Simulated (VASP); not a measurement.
# ZnO (P6_3mc) in VASP: further runs

ZnO is run at these levels: r2SCAN; tasks: phonons.

Everything below comes from runs of VASP 6.6.1. Logs are shortened: lines on timing, memory, paths and dates and some standing lists are left out, and cuts for length are marked.

## 1. The cell of the first run

It takes space group P6_3mc (No. 186, hexagonal). Conventional cell: a = 3.209 Å, b = 3.209 Å, c = 5.165 Å, α = 90.00°, β = 90.00°, γ = 120.00°. Zn (site symmetry 3m) has 4 O at 1.95 to 1.96 Å within 2.6 Å. Within 2.6 Å of O (site symmetry 3m) lie 4 Zn at 1.95 to 1.96 Å.

## 2. Phonons, r2SCAN

File INCAR:

```
SYSTEM = ZnO
ALGO = Normal
EDIFF = 1E-8
ENCUT = 520
IBRION = 6
ISIF = 2
ISMEAR = 0
LASPH = .TRUE.
LCHARG = .TRUE.
LMIXTAU = .TRUE.
LREAL = .FALSE.
LWAVE = .FALSE.
METAGGA = R2SCAN
NELM = 60
NFREE = 2
NSW = 1
POTIM = 0.015
PREC = Accurate
SIGMA = 0.01
```

File KPOINTS:

```
k-points
0
G
  8 8 4
  0 0 0
```

File POSCAR:

```
ZnO
1.0
    3.2088718480      0.0000000000      0.0000000000
   -1.6044359240      2.7789645379      0.0000000000
    0.0000000000      0.0000000000      5.1653742895
Zn O
2 2
Direct
    0.3333333333      0.6666666667      0.4995830244
    0.6666666667      0.3333333333     -0.0004169756
    0.6666666667      0.3333333333      0.3794269756
    0.3333333333      0.6666666667      0.8794269756
```

Potentials or basis: VASP PAW PBE potentials, release 64 (Zn, O).

Launch:

```
cat potpaw_PBE.64/Zn/POTCAR potpaw_PBE.64/O/POTCAR > POTCAR
mpirun -np 1 vasp_std > vasp.out
```

OUTCAR:

```text
SYSTEM = ZnO
   EDIFF = 1E-8
   ENCUT = 520
   IBRION = 6
   ISIF = 2
   ISMEAR = 0
   LASPH = .TRUE.
   LREAL = .FALSE.
   METAGGA = R2SCAN
   NELM = 60
   NFREE = 2
   NSW = 1
   POTIM = 0.015
   PREC = Accurate

 ion  position               nearest neighbor table
   1  0.333  0.667  0.500-   3 1.95   3 1.95   3 1.95   4 1.96
   2  0.667  0.333  1.000-   4 1.95   4 1.95   4 1.95   3 1.96
   3  0.667  0.333  0.379-   1 1.95   1 1.95   1 1.95   2 1.96
   4  0.333  0.667  0.879-   2 1.95   2 1.95   2 1.95   1 1.96

  LATTYP: Found a hexagonal cell.
 ALAT       =     3.2088718480
 C/A-ratio  =     1.6097166026

  Lattice vectors:

 A1 = (   3.2088718480,   0.0000000000,   0.0000000000)
 A2 = (  -1.6044359240,   2.7789645379,   0.0000000000)
 A3 = (   0.0000000000,   0.0000000000,   5.1653742895)

Analysis of symmetry for initial positions (statically):
=====================================================================
 Subroutine PRICEL returns:
 Original cell was already a primitive cell.

 Routine SETGRP: Setting up the symmetry group for a
 hexagonal supercell.

 Subroutine GETGRP returns: Found 12 space group operations
 (whereof  6 operations were pure point group operations)
 out of a pool of 24 trial point group operations.

The static configuration has the point symmetry C_3v.
 The point group associated with its full space group is C_6v.

Analysis of symmetry for dynamics (positions and initial velocities):
=====================================================================
 Subroutine PRICEL returns:
 Original cell was already a primitive cell.

 Routine SETGRP: Setting up the symmetry group for a
 hexagonal supercell.

 Subroutine GETGRP returns: Found 12 space group operations
 (whereof  6 operations were pure point group operations)
 out of a pool of 24 trial point group operations.

The dynamic configuration has the point symmetry C_3v.
 The point group associated with its full space group is C_6v.

[... 159 lines left out ...]
  -------------------------------------------------------------------------------------
  Total        1.4595166      1.4595166      1.5104001     -0.0000000      0.0000000      0.0000000
  in kB       50.7671093     50.7671093     52.5370182     -0.0000000      0.0000000      0.0000000
  external PRESSURE =      51.3570789 kB  Pullay stress =       0.0000000 kB
[... 291 lines left out ...]
--------------------------------------- Ionic step        9  -------------------------------------------

 number of electron      36.0000003 magnetization

 Free energy of the ion-electron system (eV)
  ---------------------------------------------------
  ext. energy  EPLUGINS =         0.00000000
  ---------------------------------------------------
  free energy    TOTEN  =       -36.29315010 eV

  energy without entropy =      -36.29315010  energy(sigma->0) =      -36.29315010

 E-fermi :   1.2368     XC(G=0): -11.8547

 val. band max:        1.1539926922   @ k =   0.0000   0.0000   0.0000
 cond. band min:       2.4291321262   @ k =   0.0000   0.0000   0.0000
 fundamental gap:      1.2751394340
 Fermi energy:         1.2368295559

 k-point     1 :       0.0000    0.0000    0.0000
  band No.  band energies     occupation
      1     -18.2046      2.00000
      2     -17.4678      2.00000
      3      -4.8291      2.00000
      4      -4.8291      2.00000
      5      -4.8244      2.00000
      6      -4.7783      2.00000
[... 589 lines left out ...]
     21      10.6962      0.00000
     22      10.7735      0.00000

 [... further k-points ...]

------------------------ aborting loop because EDIFF is reached ----------------------------------------

  FORCE on cell =-STRESS in cart. coord.  units (eV):
  Direction    XX          YY          ZZ          XY          YZ          ZX
  --------------------------------------------------------------------------------------
  -------------------------------------------------------------------------------------
  Total        1.3776902      1.3776902      1.6831948      0.0000000      0.0000000      0.0000000
  in kB       47.9209001     47.9209001     58.5474233      0.0000000      0.0000000      0.0000000
  external PRESSURE =      51.4630745 kB  Pullay stress =       0.0000000 kB
[... 19 lines left out ...]
  FREE ENERGIE OF THE ION-ELECTRON SYSTEM (eV)
  ---------------------------------------------------
  free  energy   TOTEN  =       -36.2931501034 eV

  energy  without entropy=      -36.2931501034  energy(sigma->0) =      -36.29315010

 INTERNAL STRAIN TENSORS FROM DISPLACED ATOMS
 ============================================

 INTERNAL STRAIN TENSOR FOR ION    1 for displacements in x,y,z  (eV/Angst):
          X           Y           Z          XY          YZ          ZX
  --------------------------------------------------------------------------------
  x    -0.00000     0.00000     0.00000    -9.78274    -0.00000    -5.81067
  y    -9.78274     9.78274     0.00000    -0.00000    -5.81175     0.00000
  z    -5.80319    -5.80319    10.48849     0.00000     0.00000    -0.00000

 INTERNAL STRAIN TENSOR FOR ION    4 for displacements in x,y,z  (eV/Angst):
          X           Y           Z          XY          YZ          ZX
  --------------------------------------------------------------------------------
  x     0.00000     0.00000     0.00000    -9.85431    -0.00000     5.60881
  y    -9.85431     9.85431    -0.00000     0.00000     5.60989     0.00000
  z     5.50709     5.50709   -10.99371     0.00000     0.00000     0.00000

 Eigenvectors and eigenvalues of the dynamical matrix
 ----------------------------------------------------

   1 f  =   17.084193 THz   107.343147 2PiTHz  569.867322 cm-1    70.654511 meV
             X         Y         Z           dx          dy          dz
     -0.000000  1.852643  2.580533    -0.000000    0.000000   -0.098945
      1.604436  0.926322  5.163220     0.000000   -0.000000    0.098945
      1.604436  0.926322  1.959882     0.000000   -0.000000   -0.700150
     -0.000000  1.852643  4.542569    -0.000000    0.000000    0.700150
[... 71 lines left out ...]
  12 f/i=    0.162497 THz     1.020996 2PiTHz    5.420300 cm-1     0.672031 meV
             X         Y         Z           dx          dy          dz
     -0.000000  1.852643  2.580533     0.000000    0.000000    0.629563
      1.604436  0.926322  5.163220     0.000000    0.000000    0.629563
      1.604436  0.926322  1.959882     0.000000    0.000000    0.321947
     -0.000000  1.852643  4.542569     0.000000    0.000000    0.321947

 ELASTIC MODULI CONTR FROM IONIC RELAXATION (kBar)
 Direction    XX          YY          ZZ          XY          YZ          ZX
 --------------------------------------------------------------------------------
 XX       -1008.0390    448.3130    531.1239     -0.0000      0.0000     -0.0000
 YY         448.3130  -1008.0390    531.1239      0.0000     -0.0000      0.0000
 ZZ         531.1239    531.1239  -1007.9668     -0.0000     -0.0000      0.0000
 XY          -0.0000      0.0000     -0.0000   -728.1760     -0.0000     -0.0000
 YZ           0.0000     -0.0000     -0.0000     -0.0000   -264.3732      0.0000
 ZX          -0.0000      0.0000      0.0000     -0.0000      0.0000   -264.2730
 --------------------------------------------------------------------------------
```

stdout:

```text
POSCAR found type information on POSCAR ZnO
 POSCAR found :  2 types and       4 ions
 scaLAPACK will be used
 -----------------------------------------------------------------------------
|                                                                             |
|                                                                             |
|     You enforced a specific xc type in the INCAR file but a different       |
|     I HOPE YOU KNOW WHAT YOU ARE DOING!                                     |
|                                                                             |
 -----------------------------------------------------------------------------

 LDA part: xc-table for (None), standard interpolation
 POSCAR, INCAR and KPOINTS ok, starting setup
 FFT: planning ... GRIDC
 FFT: planning ... GRID_SOFT
 FFT: planning ... GRID
 WAVECAR not read
 entering main loop
 Found     4 degrees of freedom:
 Finite differences POTIM= 0.01500 DOF=   4
 bond charge predicted
 Finite differences progress:
 bond charge predicted
 Finite differences progress:
 bond charge predicted
 Finite differences progress:
 bond charge predicted
 Finite differences progress:
 bond charge predicted
 Finite differences progress:
 bond charge predicted
 Finite differences progress:
 bond charge predicted
 Finite differences progress:
 bond charge predicted
 Finite differences progress:
```

It took 27 min on 1 thread of Intel Xeon Platinum 8259CL at 2.50GHz (Skylake/Cascade Lake), shared host; peak memory 0.35 GiB.

What came out:

- Highest phonon frequency at Γ, LO-TO splitting left out: 570 cm⁻¹

Phonon frequencies in cm⁻¹ (negative: imaginary):
```
              q point                               frequencies
(0.000, 0.000, 0.000)  -5 0 0 92 92 277 406 426 426 462 462 570
```

Caveat: the cell stands under pressure or tension, which shifts response properties; the PAW data sets were made with another functional, which shifts forces and pressure a little.

## 3. Phonons, r2SCAN

This run uses another cell than the first one, of 11.66 Å³/atom.

File INCAR:

```
PREC     = Accurate       # precision mode
ENCUT    = 520            # plane-wave cutoff, eV
EDIFF    = 1E-8           # SCF threshold, eV
ISMEAR   = 0              # smearing method
SIGMA    = 0.01           # smearing width, eV
LREAL    = False          # projectors in reciprocal space
LASPH    = True           # aspherical terms in the spheres
NELM     = 60             # most SCF steps
ALGO     = Normal         # electronic algorithm
ISIF     = 2              # what is computed and relaxed
LWAVE    = False          # write WAVECAR
LCHARG   = True           # write CHGCAR
METAGGA  = R2SCAN         # meta-GGA
LMIXTAU  = True         
IBRION   = 6              # ionic algorithm
NFREE    = 2            
POTIM    = 0.015          # step
NSW      = 1              # ionic steps
```

File KPOINTS:

```
regular mesh
0
Gamma
  8 8 4
```

File POSCAR:

```
ZnO
1.0
    3.2216183642      0.0000000000      0.0000000000
   -1.6108091821      2.7900033447      0.0000000000
    0.0000000000      0.0000000000      5.1871454436
Zn O
2 2
Direct
    0.3333333333      0.6666666667      0.4996264425
    0.6666666667      0.3333333333     -0.0003735575
    0.6666666667      0.3333333333      0.3793835575
    0.3333333333      0.6666666667      0.8793835575
```

Potentials or basis: VASP PAW PBE potentials, release 64 (Zn, O).

Launch:

```
cat potpaw_PBE.64/Zn/POTCAR potpaw_PBE.64/O/POTCAR > POTCAR
mpirun -np 1 vasp_std > vasp.out
```

OUTCAR:

```text
PREC = Accurate
   ENCUT = 520
   EDIFF = 1E-8
   ISMEAR = 0
   LREAL = False
   LASPH = True
   NELM = 60
   ISIF = 2
   METAGGA = R2SCAN
   IBRION = 6
   NFREE = 2
   POTIM = 0.015
   NSW = 1

 ion  position               nearest neighbor table
   1  0.333  0.667  0.500-   3 1.96   3 1.96   3 1.96   4 1.97
   2  0.667  0.333  1.000-   4 1.96   4 1.96   4 1.96   3 1.97
   3  0.667  0.333  0.379-   1 1.96   1 1.96   1 1.96   2 1.97
   4  0.333  0.667  0.879-   2 1.96   2 1.96   2 1.96   1 1.97
[... 1161 lines left out ...]
          X           Y           Z          XY          YZ          ZX
  --------------------------------------------------------------------------------
  x     0.00000     0.00000     0.00000    -9.27224     0.00000     5.22888
  y    -9.27224     9.27224    -0.00000     0.00000     5.23030    -0.00000
  z     5.13432     5.13432   -10.21625     0.00000     0.00000     0.00000

 Eigenvectors and eigenvalues of the dynamical matrix
 ----------------------------------------------------

   1 f  =   16.816630 THz   105.662002 2PiTHz  560.942395 cm-1    69.547962 meV
             X         Y         Z           dx          dy          dz
     -0.000000  1.860002  2.591635     0.000000   -0.000000   -0.090519
      1.610809  0.930001  5.185208    -0.000000    0.000000    0.090519
      1.610809  0.930001  1.967918    -0.000000    0.000000   -0.701289
     -0.000000  1.860002  4.561490     0.000000   -0.000000    0.701289
[... 71 lines left out ...]
  12 f/i=    0.165939 THz     1.042627 2PiTHz    5.535138 cm-1     0.686269 meV
             X         Y         Z           dx          dy          dz
     -0.000000  1.860002  2.591635    -0.000000   -0.000000    0.629357
      1.610809  0.930001  5.185208    -0.000000   -0.000000    0.629357
      1.610809  0.930001  1.967918    -0.000000   -0.000000    0.322351
     -0.000000  1.860002  4.561490    -0.000000   -0.000000    0.322351

 ELASTIC MODULI CONTR FROM IONIC RELAXATION (kBar)
 Direction    XX          YY          ZZ          XY          YZ          ZX
 --------------------------------------------------------------------------------
 XX        -954.0203    436.7666    482.7557     -0.0000     -0.0000     -0.0000
 YY         436.7666   -954.0203    482.7557      0.0000     -0.0000      0.0000
 ZZ         482.7557    482.7557   -901.1171     -0.0000      0.0000      0.0000
 XY          -0.0000      0.0000     -0.0000   -695.3935     -0.0000     -0.0000
 YZ           0.0000     -0.0000      0.0000     -0.0000   -247.5585      0.0000
 ZX          -0.0000      0.0000      0.0000     -0.0000      0.0000   -247.4278
 --------------------------------------------------------------------------------
```

stdout:

```text
POSCAR found type information on POSCAR ZnO
 POSCAR found :  2 types and       4 ions
 scaLAPACK will be used
 -----------------------------------------------------------------------------
|                                                                             |
|                                                                             |
|     You enforced a specific xc type in the INCAR file but a different       |
|     I HOPE YOU KNOW WHAT YOU ARE DOING!                                     |
|                                                                             |
 -----------------------------------------------------------------------------

 LDA part: xc-table for (None), standard interpolation
 POSCAR, INCAR and KPOINTS ok, starting setup
 FFT: planning ... GRIDC
 FFT: planning ... GRID_SOFT
 FFT: planning ... GRID
 WAVECAR not read
 entering main loop
 Found     4 degrees of freedom:
 Finite differences POTIM= 0.01500 DOF=   4
 bond charge predicted
 Finite differences progress:
 bond charge predicted
 Finite differences progress:
 bond charge predicted
 Finite differences progress:
 bond charge predicted
 Finite differences progress:
 bond charge predicted
 Finite differences progress:
 bond charge predicted
 Finite differences progress:
 bond charge predicted
 Finite differences progress:
 bond charge predicted
 Finite differences progress:
```

It took 34 min on 1 thread of Intel Xeon Platinum 8259CL at 2.50GHz (Skylake/Cascade Lake), shared host; peak memory 0.35 GiB.

Results:

```
Highest phonon frequency at Γ, LO-TO splitting left out : 561 cm⁻¹
```

Phonon frequencies in cm⁻¹ (negative: imaginary):
| q point | frequencies |
| --- | --- |
| (0.000, 0.000, 0.000) | -6 -2 -2 89 89 275 396 415 415 451 451 561 |

Caveat: the cell stands under pressure or tension, which shifts response properties; the PAW data sets were made with another functional, which shifts forces and pressure a little.

(Continued in part 2 of 2.)
